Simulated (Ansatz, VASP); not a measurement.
## ZnO: VASP beside Ansatz

File INCAR:

```
ALGO = Normal
EDIFF = 1E-6
ENCUT = 520
GGA = PS
ISIF = 2
ISMEAR = 0
LASPH = T
LCHARG = F
LREAL = F
LWAVE = F
NBANDS = 26
NELM = 80
PREC = Accurate
SIGMA = 0.05
```

KPOINTS

```
k-points
0
Gamma
  9 9 6
```

POSCAR

```
ZnO
1.0
    3.4118686601      0.0000000000      0.0000000000
   -1.7059343300      2.9547649340      0.0000000000
    0.0000000000      0.0000000000      5.4639900000
Zn O
2 2
Direct
    0.3333333333      0.6666666667      0.0000000000
    0.6666666667      0.3333333333      0.5000000000
    0.3333333333      0.6666666667      0.3821000000
    0.6666666667      0.3333333333      0.8821000000
```

Input for Ansatz:

```yaml
crystal:
  lattice:
    - [3.4118686601, 0.0, 0.0]
    - [-1.70593433, 2.954764934, 0.0]
    - [0.0, 0.0, 5.46399]
  atoms:
    - { symbol: Zn, position: [0.3333333333, 0.6666666667, 0.0] }
    - { symbol: Zn, position: [0.6666666667, 0.3333333333, 0.5] }
    - { symbol: O, position: [0.3333333333, 0.6666666667, 0.3821] }
    - { symbol: O, position: [0.6666666667, 0.3333333333, 0.8821] }
basis:
  ecutwfc: 420
kpoints:
  mp_grid: { grid: [9, 9, 6] }
hamiltonian:
  xc: pbesol
scf:
  occupations: { method: gaussian, width: 0.05 }
output:
  forces: true
  stress: true
  eigenvalues: true
```

Change from the starting cell: strain +0.050 along x and y, +0.050 along z, atoms carried along.

Alike in both runs: task single point; functional PBEsol; k mesh 9 × 9 × 6; occupations gaussian, width 0.05 eV; no spin polarisation.

```csv
,VASP,Ansatz
version,VASP 6.6.1,Ansatz 0.2.0
potentials or method,"VASP PAW PBE potentials, release 64 (Zn, O), cutoff 520 eV","scalar-relativistic, plane waves, PAW"
valence electrons in the cell,36,36
```

|  | VASP | Ansatz | Ansatz less VASP |
| --- | --- | --- | --- |
| gap on the k mesh at the Fermi level (eV) | 0.47 | 0.49 | +0.017 |
| least direct gap on the mesh (eV) | 0.47 | 0.49 | +0.017 |
| pressure (GPa) | -15.5 | -16.0 | -0.50 |
| traceless stress, the component that is largest in VASP (GPa) | 0.53 | 0.55 | +0.017 |
| rms of the force components (eV/Å) | 0.020 | 0.020 | -0.0004 |

VASP's potentials were made for PBE, not for PBEsol. Atom by atom the forces differ by 0.000 eV/Å (rms over components). The functional is the same, so the differences come from potentials, cutoffs and numerics.
